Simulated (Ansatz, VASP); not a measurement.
One calculation of KMgF3, two programs

```
K Mg F
1.0
     4.13672    0.00000    0.00000
     0.00000    4.13672    0.00000
     0.00000    0.00000    4.13672
K Mg F
1 1 3
Direct
  0.50000 0.50000 0.50000
  0.00000 0.00000 0.00000
  0.50000 0.00000 0.00000
  0.00000 0.50000 0.00000
  0.00000 0.00000 0.50000
```

Alike in both runs: functional RPBE; k mesh 6 × 6 × 6; no spin polarisation.

Ansatz relaxed the structure, and its values are those at the end. VASP's run is a single point on that final structure, the one shown.

```csv
,VASP,Ansatz
version,VASP 6.6.1,Ansatz 0.2.0
potentials or method,"VASP PAW PBE potentials, release 64 (K_sv, Mg, F)","plane waves, PAW"
plane-wave cutoff (eV),520,420
occupations,"gaussian, width 0.01 eV",fixed
valence electrons in the cell,32,40
```

|  | VASP | Ansatz | Ansatz less VASP |
| --- | --- | --- | --- |
| pressure (GPa) | -0.4 | 0.0 | +0.43 |

VASP's potentials were made for PBE, not for RPBE. VASP's potentials hold 32 valence electrons a cell and Ansatz's 40, so a difference there can come from the potentials and not from the codes.
